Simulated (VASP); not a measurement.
# Ni in VASP: relaxation of the atoms with PBE

Aim: the relaxation of the atoms of Ni with PBE.

Everything below comes from runs of VASP 6.6.1. Logs are shortened: lines on timing, memory, paths and dates and some standing lists are left out, and cuts for length are marked.

### Step 1. The cell of the first run

The cell holds a slab with vacuum, 3 atoms: a = 2.488 Å, b = 2.488 Å, c = 18.063 Å, α = 90.00°, β = 90.00°, γ = 120.00°.

### Step 2. Relaxation of the atoms, PBE, collinear spin, ferromagnetic start

The input, INCAR:

```
  ALGO = Normal
  DIPOL = 0.5 0.5 0.500
  EDIFF = 1E-7
  EDIFFG = -0.03
  ENCUT = 520
  GGA = PE
  IBRION = 2
  IDIPOL = 3
  ISIF = 2
  ISMEAR = 0
  ISPIN = 2
  KPAR = 2
  LASPH = True
  LCHARG = False
  LDIPOL = True
  LMAXMIX = 4
  LORBIT = 11
  LREAL = False
  LWAVE = False
  MAGMOM = 0.75 0.75 0.75
  NELM = 150
  NSW = 70
  PREC = Accurate
  SIGMA = 0.1
```

The input, KPOINTS:

```
k-points
0
Gamma
  12 12 1
```

The input, POSCAR:

```
Ni
1.0
    2.4882329014      0.0000000000      0.0000000000
   -1.2441164507      2.1548729031      0.0000000000
    0.0000000000      0.0000000000     18.0632673130
Ni
3
Selective dynamics
Direct
    0.6666666667      0.3333333333      0.3875267901  F F F
    0.3333333333      0.6666666667      0.5000000000  T T T
    0.0000000000      0.0000000000      0.6124732099  T T T
```

Potentials or basis: VASP PAW PBE potentials, release 64 (Ni).

On the command line:

```bash
$ cat potpaw_PBE.64/Ni/POTCAR > POTCAR
$ mpirun -np 2 vasp_std > vasp.out
```

OUTCAR:

```text
EDIFF = 1E-7
   EDIFFG = -0.03
   ENCUT = 520
   GGA = PE
   IBRION = 2
   ISIF = 2
   ISMEAR = 0
   ISPIN = 2
   LASPH = True
   LORBIT = 11
   LREAL = False
   NELM = 150
   NSW = 70
   PREC = Accurate

 ion  position               nearest neighbor table
   1  0.667  0.333  0.388-   2 2.49   2 2.49   2 2.49
   2  0.333  0.667  0.500-   1 2.49   3 2.49   1 2.49   3 2.49   3 2.49   1 2.49
   3  0.000  0.000  0.612-   2 2.49   2 2.49   2 2.49

  LATTYP: Found a hexagonal cell.
 ALAT       =     2.4882329014
 C/A-ratio  =     7.2594761137

  Lattice vectors:

 A1 = (   2.4882329014,   0.0000000000,   0.0000000000)
 A2 = (  -1.2441164507,   2.1548729031,   0.0000000000)
 A3 = (   0.0000000000,   0.0000000000,  18.0632673130)

Analysis of symmetry for initial positions (statically):
=====================================================================
 Subroutine PRICEL returns:
 Original cell was already a primitive cell.

 Routine SETGRP: Setting up the symmetry group for a
 hexagonal supercell.

 Subroutine GETGRP returns: Found 12 space group operations
 (whereof  6 operations were pure point group operations)
 out of a pool of 24 trial point group operations.

The static configuration has the point symmetry C_3v.
 The point group associated with its full space group is D_3d.

Analysis of symmetry for dynamics (positions and initial velocities):
=====================================================================
 Subroutine PRICEL returns:
 Original cell was already a primitive cell.

 Routine SETGRP: Setting up the symmetry group for a
 hexagonal supercell.

 Subroutine GETGRP returns: Found 12 space group operations
 (whereof  6 operations were pure point group operations)
 out of a pool of 24 trial point group operations.

The dynamic configuration has the point symmetry C_3v.
 The point group associated with its full space group is D_3d.

Analysis of constrained symmetry for selective dynamics:
=====================================================================
 Subroutine PRICEL returns:
 Original cell was already a primitive cell.

 Routine SETGRP: Setting up the symmetry group for a
 hexagonal supercell.

 Subroutine GETGRP returns: Found  6 space group operations
 (whereof  6 operations were pure point group operations)
 out of a pool of 24 trial point group operations.

The constrained configuration has the point symmetry C_3v.

Analysis of structural, dynamic, and magnetic symmetry:
=====================================================================
 Subroutine PRICEL returns:
 Original cell was already a primitive cell.

 Routine SETGRP: Setting up the symmetry group for a
 hexagonal supercell.

 Subroutine GETGRP returns: Found  6 space group operations
 (whereof  6 operations were pure point group operations)
 out of a pool of 24 trial point group operations.

The overall configuration has the point symmetry C_3v.

 Subroutine INISYM returns: Found  6 space group operations
 (whereof  6 operations are pure point group operations),
 and found     1 'primitive' translations

----------------------------------------------------------------------------------------

                                     Primitive cell

  volume of cell :      96.8521

  direct lattice vectors                    reciprocal lattice vectors
     2.488232901  0.000000000  0.000000000     0.401891639  0.232032246  0.000000000
    -1.244116451  2.154872903  0.000000000     0.000000000  0.464064492  0.000000000
     0.000000000  0.000000000 18.063267313     0.000000000  0.000000000  0.055360970

  length of vectors
     2.488232901  2.488232901 18.063267313     0.464064492  0.464064492  0.055360970

  position of ions in fractional coordinates (direct lattice)
     0.666666667  0.333333333  0.387526790
     0.333333333  0.666666667  0.500000000
     0.000000000  0.000000000  0.612473210

  ion indices of the primitive-cell ions
   primitive index   ion index
                 1           1
                 2           2
                 3           3

[... 21 lines left out ...]
 Subroutine IBZKPT returns following result:
 ===========================================

 Found     19 irreducible k-points:

 Following reciprocal coordinates:
            Coordinates               Weight
  0.000000  0.000000  0.000000      1.000000
  0.083333 -0.000000  0.000000      6.000000
  0.166667  0.000000  0.000000      6.000000
  0.250000  0.000000  0.000000      6.000000
  0.333333  0.000000  0.000000      6.000000
  0.416667  0.000000  0.000000      6.000000
[... 11 lines left out ...]
  0.333333  0.250000  0.000000     12.000000
  0.333333  0.333333  0.000000      2.000000
   k-points           NKPTS =     19   k-points in BZ     NKDIM =     19   number of bands    NBANDS=     20
   number of dos      NEDOS =    301   number of ions     NIONS =      3
   total plane-waves  NPLWV =  56000
   dimension x,y,z NGX =    20 NGY =   20 NGZ =  140
   dimension x,y,z NGXF=    40 NGYF=   40 NGZF=  280
   ions per type =               3
   NGX,Y,Z   is equivalent  to a cutoff of  13.36, 13.36, 12.88 a.u.
   NGXF,Y,Z  is equivalent  to a cutoff of  26.73, 26.73, 25.77 a.u.
 SYSTEM =  unknown system
   PREC   = accura    normal or accurate (medium, high low for compatibility)
   ISTART =      0    job   : 0-new  1-cont  2-samecut
   ICHARG =      2    charge: 1-file 2-atom 10-const
   ISPIN  =      2    spin polarized calculation?
   LNONCOLLINEAR =      F non collinear calculations
   LSORBIT =      F    spin-orbit coupling
   LASPH  =      T    aspherical Exc in radial PAW
   ENCUT  =  520.0 eV  38.22 Ry    6.18 a.u.   4.63  4.63 33.59*2*pi/ulx,y,z
   NELM   =    150;   NELMIN=  2; NELMDL= -5     # of ELM steps
   EDIFF  = 0.1E-06   stopping-criterion for ELM
   LREAL  =      F    real-space projection
   EDIFFG = -.3E-01   stopping-criterion for IOM
   NSW    =     70    number of steps for IOM
   IBRION =      2    ionic relax: 0-MD 1-quasi-New 2-CG
   NFREE  =      1    steps in history (QN), initial steepest desc. (CG)
   ISIF   =      2    stress and relaxation
   ISYM   =      2    0-nonsym 1-usesym 2-fastsym
   POTIM  = 0.5000    time-step for ionic-motion
   TEBEG  =    0.0;   TEEND  =   0.0 temperature during run
   PSTRESS=    0.0 pullay stress
   NELECT =      30.0000    total number of electrons
   NUPDOWN=      -1.0000    fix difference up-down
   EMIN   =  10.00;   EMAX   =-10.00  energy-range for DOS
   EFERMI =   0.00;   METHOD = LEGACY
   ISMEAR =     0;   SIGMA  =   0.10  broadening in eV -4-tet -1-fermi 0-gaus
   EFERMI_NEDOS =   21; number of points for ismear=-14 and -15
   IALGO  =     38    algorithm
   IMIX   =      4    mixing-type and parameters
     AMIX     =   0.40;   BMIX     =  1.00
     AMIX_MAG =   1.60;   BMIX_MAG =  1.00
  volume/ion in A,a.u.               =      32.28       217.86
  Fermi-wavevector in a.u.,A,eV,Ry     =   1.107675  2.093202 16.693577  1.226943
  Thomas-Fermi vector in A             =   2.244192
   LORBIT       =     11    0 simple, 1 ext, 2 COOP (PROOUT), +10 PAW based schemes
   GGA     = PE    functional components
   LHFCALC =     F    Hartree Fock is set to
   AEXX    =    0.0000 exact exchange contribution
   IVDW    =     0    specifies the selected vdW correction
   LEPSILON=     F    determine dielectric tensor
   LRPA    =     F    only Hartree local field effects (RPA)
 conjugate gradient relaxation of ions
 spin polarized calculation
 Gauss-broadening in eV      SIGMA  =   0.10
  energy-cutoff  :      520.00
  volume of cell :       96.85
 maximum number of plane-waves:      2632
 NGX is ok and might be reduce to    20
   NGX =  9   NGY =  9   NGZ = 67

--------------------------------------- Ionic step        1  -------------------------------------------

 number of electron      29.9999999 magnetization       2.1843925

 Free energy of the ion-electron system (eV)
  ---------------------------------------------------
  ext. energy  EPLUGINS =         0.00000000
  ---------------------------------------------------
  free energy    TOTEN  =       -15.13759423 eV

  energy without entropy =      -15.11196591  energy(sigma->0) =      -15.12478007

------------------------ aborting loop because EDIFF is reached ----------------------------------------

  FORCE on cell =-STRESS in cart. coord.  units (eV):
  Direction    XX          YY          ZZ          XY          YZ          ZX
  --------------------------------------------------------------------------------------
  -------------------------------------------------------------------------------------
  Total       -1.4983157     -1.4983157     -0.8497189      0.0000000     -0.0000000      0.0000000
  in kB      -24.7859128    -24.7859128    -14.0564888      0.0000000     -0.0000000      0.0000000
  external PRESSURE =     -21.2094381 kB  Pullay stress =       0.0000000 kB
[... 170 lines left out ...]
  FREE ENERGIE OF THE ION-ELECTRON SYSTEM (eV)
  ---------------------------------------------------
  free  energy   TOTEN  =       -15.1433695344 eV

  energy  without entropy=      -15.1194524567  energy(sigma->0) =      -15.13141100

 dipolmoment           0.000000      0.000000      0.000684 electrons x Angstroem

--------------------------------------- Ionic step        6  -------------------------------------------

 number of electron      29.9999986 magnetization       2.1893604

 dipolmoment           0.000000      0.000000     -0.000008 electrons x Angstroem

 Free energy of the ion-electron system (eV)
  ---------------------------------------------------
  ext. energy  EPLUGINS =         0.00000000
  ---------------------------------------------------
  free energy    TOTEN  =       -15.14533527 eV

  energy without entropy =      -15.12213062  energy(sigma->0) =      -15.13373295

 E-fermi :  -0.0430     XC(G=0):  -5.4715

 val. band max:       -0.0581267900   @ k =   0.1667   0.1667   0.0000
 cond. band min:      -0.0197324621   @ k =   0.3333   0.3333   0.0000
 fundamental gap:      0.0383943279
 Fermi energy:        -0.0430315994

 spin component 1

 k-point     1 :       0.0000    0.0000    0.0000
  band No.  band energies     occupation
      1      -8.3677      1.00000
      2      -6.3092      1.00000
      3      -4.9963      1.00000
      4      -2.5436      1.00000
      5      -2.5246      1.00000
      6      -2.5201      1.00000
[... 413 lines left out ...]
      6      -2.6447      1.00000
[... 12 lines left out ...]
     19       6.0101      0.00000
     20       7.6038      0.00000
 Fermi energy:        -0.0430315994

 spin component 2

 k-point     1 :       0.0000    0.0000    0.0000
  band No.  band energies     occupation
      1      -8.3850      1.00000
      2      -6.2807      1.00000
      3      -4.6408      1.00000
      4      -1.7556      1.00000
      5      -1.7481      1.00000
      6      -1.7358      1.00000
[... 458 lines left out ...]
  FREE ENERGIE OF THE ION-ELECTRON SYSTEM (eV)
  ---------------------------------------------------
  free  energy   TOTEN  =       -15.1453352733 eV

  energy  without entropy=      -15.1221306237  energy(sigma->0) =      -15.13373295

 reached required accuracy - stopping structural energy minimisation

 vacuum level on the upper side and lower side of the slab         4.915         4.915

 total charge

# of ion       s       p       d       tot
------------------------------------------
    1        0.493   0.388   8.305   9.186
    2        0.497   0.509   8.314   9.320
    3        0.494   0.389   8.306   9.188
--------------------------------------------------
tot          1.484   1.285  24.925  27.694

 magnetization (x)

# of ion       s       p       d       tot
------------------------------------------
    1       -0.002  -0.020   0.747   0.725
    2       -0.005  -0.023   0.797   0.769
    3       -0.002  -0.020   0.748   0.726
--------------------------------------------------
tot         -0.010  -0.062   2.292   2.220
```

Run time: 12 min. Hardware: 2 MPI ranks of AMD EPYC 7R43 (Zen 3), shared host; peak memory 0.25 GiB.

What came out:

```yaml
Free_energy: -15.1453 eV
Energy_gained_by_relaxing: 2.6 meV/atom
Ionic_steps: 6
Net_moment: 2.19 μB per cell
Site_moments: Ni +0.72, +0.77, +0.73 μB
Valence_electrons_inside_the_program's_atomic_spheres: Ni 9.19, 9.32 (each value once)
```

Step by step:
```csv
step,energy change (eV),largest force on free atoms (eV/Å),pressure (GPa)
1,0.0000,0.2088,-2.12
2,-0.0019,0.1578,-2.02
3,-0.0041,0.1671,-1.75
4,-0.0042,0.1942,-1.69
5,-0.0058,0.1478,-1.60
6,-0.0077,0.0292,-1.37
```

Final structure:
```
Ni
1.0
     2.48823    0.00000    0.00000
    -1.24412    2.15487    0.00000
     0.00000    0.00000   18.06327
Ni
3
Direct
  0.66667 0.33333 0.38753
  0.33333 0.66667 0.49825
  0.00000 0.00000 0.60866
```
